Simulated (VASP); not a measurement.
# GaP (F-43m) in VASP: a series of runs, part 3 of 3

VASP 6.6.1.

## (5) Single point, PBE

This run uses another cell than the first one: it holds 2 atoms, not 32.

Input file INCAR:

```
SYSTEM = GaP
PREC     = Accurate       ! precision mode
ENCUT    = 520            ! plane-wave cutoff, eV
EDIFF    = 1E-6           ! SCF threshold, eV
ISMEAR   = 0              ! smearing method
SIGMA    = 0.01           ! smearing width, eV
LREAL    = .False.        ! projectors in reciprocal space
LASPH    = .True.         ! aspherical terms in the spheres
NELM     = 100            ! most SCF steps
ALGO     = Normal         ! electronic algorithm
ISIF     = 2              ! what is computed and relaxed
LWAVE    = .False.        ! write WAVECAR
LCHARG   = .False.        ! write CHGCAR
GGA      = PE             ! functional
NBANDS   = 16             ! bands
```

Input file KPOINTS:

```
regular mesh
0
Gamma
  8 8 8
  0 0 0
```

Input file POSCAR:

```
GaP
1.0
    0.0000000000      2.7525584882      2.7525584882
    2.7525584882      0.0000000000      2.7525584882
    2.7525584882      2.7525584882      0.0000000000
Ga P
1 1
Direct
    0.0000000000      0.0000000000      0.0000000000
    0.2500000000      0.2500000000      0.2500000000
```

Potentials or basis: VASP PAW PBE potentials, release 64 (Ga_d, P).

On the command line:

```bash
$ cat potpaw_PBE.64/Ga_d/POTCAR potpaw_PBE.64/P/POTCAR > POTCAR
$ mpirun -np 1 vasp_std > vasp.out
```

OUTCAR:

```text
SYSTEM = GaP
   PREC = Accurate
   ENCUT = 520
   EDIFF = 1E-6
   ISMEAR = 0
   LREAL = .False.
   LASPH = .True.
   NELM = 100
   ISIF = 2
   GGA = PE

 ion  position               nearest neighbor table
   1  0.000  0.000  0.000-   2 2.38   2 2.38   2 2.38   2 2.38
   2  0.250  0.250  0.250-   1 2.38   1 2.38   1 2.38   1 2.38

  LATTYP: Found a face centered cubic cell.
 ALAT       =     5.5051169764

  Lattice vectors:

 A1 = (   0.0000000000,   2.7525584882,   2.7525584882)
 A2 = (   2.7525584882,   0.0000000000,   2.7525584882)
 A3 = (   2.7525584882,   2.7525584882,   0.0000000000)

Analysis of symmetry for initial positions (statically):
=====================================================================
 Subroutine PRICEL returns:
 Original cell was already a primitive cell.

 Routine SETGRP: Setting up the symmetry group for a
 face centered cubic supercell.

 Subroutine GETGRP returns: Found 24 space group operations
 (whereof 24 operations were pure point group operations)
 out of a pool of 48 trial point group operations.

The static configuration has the point symmetry T_d .

Analysis of symmetry for dynamics (positions and initial velocities):
[... 163 lines left out ...]
 cond. band min:       5.9315807522   @ k =   0.0000   0.0000   0.0000
 fundamental gap:      1.5798190224
 Fermi energy:         4.4144054509

 k-point     1 :       0.0000    0.0000    0.0000
  band No.  band energies     occupation
      1     -10.1519      2.00000
      2     -10.1519      2.00000
      3     -10.1519      2.00000
      4     -10.0610      2.00000
      5     -10.0610      2.00000
      6      -7.9190      2.00000
[... 433 lines left out ...]
      3     -10.1129      2.00000
      4     -10.0654      2.00000
      5     -10.0543      2.00000
      6      -5.5609      2.00000
[... 8 lines left out ...]
     15      16.2467      0.00000
     16      16.6887      0.00000

 [... further k-points ...]

------------------------ aborting loop because EDIFF is reached ----------------------------------------

  FORCE on cell =-STRESS in cart. coord.  units (eV):
  Direction    XX          YY          ZZ          XY          YZ          ZX
  --------------------------------------------------------------------------------------
  -------------------------------------------------------------------------------------
  Total       -0.0069587     -0.0069587     -0.0069587      0.0000000      0.0000000      0.0000000
  in kB       -0.2672984     -0.2672984     -0.2672984      0.0000000      0.0000000      0.0000000
  external PRESSURE =      -0.2672984 kB  Pullay stress =       0.0000000 kB

 VOLUME and BASIS-vectors are now :
 -----------------------------------------------------------------------------
  energy-cutoff  :      520.00
  volume of cell :       41.71
      direct lattice vectors                 reciprocal lattice vectors
     0.000000000  2.752558488  2.752558488    -0.181649183  0.181649183  0.181649183
     2.752558488  0.000000000  2.752558488     0.181649183 -0.181649183  0.181649183
     2.752558488  2.752558488  0.000000000     0.181649183  0.181649183 -0.181649183

 POSITION                                       TOTAL-FORCE (eV/Angst)
 -----------------------------------------------------------------------------------
      0.00000      0.00000      0.00000         0.000000      0.000000      0.000000
      1.37628      1.37628      1.37628        -0.000000     -0.000000     -0.000000
 -----------------------------------------------------------------------------------
    total drift:                                0.000002      0.000002      0.000002

  FREE ENERGIE OF THE ION-ELECTRON SYSTEM (eV)
  ---------------------------------------------------
  free  energy   TOTEN  =        -9.1255810050 eV

  energy  without entropy=       -9.1255810050  energy(sigma->0) =       -9.12558101
```

OSZICAR:

```text
N       E                     dE             d eps       ncg     rms          rms(c)
DAV:   1     0.821084887259E+02    0.82108E+02   -0.88843E+03   944   0.155E+03
DAV:   2    -0.301518268120E+01   -0.85124E+02   -0.80687E+02  1040   0.315E+02
DAV:   3    -0.928442108495E+01   -0.62692E+01   -0.62504E+01  1120   0.653E+01
DAV:   4    -0.938463070882E+01   -0.10021E+00   -0.10018E+00  1152   0.911E+00
DAV:   5    -0.938650650301E+01   -0.18758E-02   -0.18757E-02  1208   0.110E+00    0.411E+00
DAV:   6    -0.914949863962E+01    0.23701E+00   -0.37704E-01  1400   0.101E+01    0.270E+00
DAV:   7    -0.912468876027E+01    0.24810E-01   -0.89741E-02  1272   0.196E+00    0.109E+00
DAV:   8    -0.912502687501E+01   -0.33811E-03   -0.12912E-02  1104   0.136E+00    0.174E-01
DAV:   9    -0.912542977086E+01   -0.40290E-03   -0.13042E-03  1200   0.506E-01    0.818E-02
DAV:  10    -0.912550704478E+01   -0.77274E-04   -0.11255E-04  1408   0.109E-01    0.412E-02
DAV:  11    -0.912558137021E+01   -0.74325E-04   -0.10256E-04  1104   0.830E-02    0.500E-03
DAV:  12    -0.912558100502E+01    0.36518E-06   -0.28345E-06  1112   0.215E-02
   1 F= -.91255810E+01 E0= -.91255810E+01  d E =-.299427E-21
```

stdout:

```text
POSCAR found type information on POSCAR GaP
 POSCAR found :  2 types and       2 ions
 scaLAPACK will be used
 LDA part: xc-table for (Slater+PW92), standard interpolation
 POSCAR, INCAR and KPOINTS ok, starting setup
 FFT: planning ... GRIDC
 FFT: planning ... GRID_SOFT
 FFT: planning ... GRID
 WAVECAR not read
 entering main loop
```

It took 8.6 s on 1 thread of Intel Xeon 6975P-C (Granite Rapids), shared host; peak memory 0.17 GiB.

Results:

```
Free energy            : -9.1256 eV
Pressure               : 0.0 GPa
Band gap on the k mesh : 1.58 eV, direct
```

A k mesh can miss the band edges. Expect the measured gap to be larger: semilocal functionals such as PBE lack the derivative discontinuity.

## (6) Summary

| cell | k mesh | smearing | gap on the mesh (eV) | pressure (GPa) |
| --- | --- | --- | --- | --- |
| a = 9.535 Å, angles 109.5°, 32 atoms | 3 × 3 × 3 | gaussian 0.01 eV | 1.58 | 0.0 |
| a = 3.855 Å, angles 60.0°, 2 atoms | 6 × 6 × 6 | gaussian 0.1 eV | 1.65 | 2.5 |
| a = 7.785 Å, angles 60.0°, 16 atoms | 1 × 1 × 1 | gaussian 0.01 eV | 1.44 | 6.4 |
| a = 3.893 Å, angles 60.0°, 2 atoms | 8 × 8 × 8 | gaussian 0.01 eV | 1.58 | 0.0 |

Alike in all rows: task single point; level PBE; potentials or basis VASP PAW PBE potentials, release 64 (Ga_d, P); no spin polarisation; cutoff (eV) 520.

Caveats: some runs use coarse meshes.

Absolute energies hang on the potentials; compare differences alone.
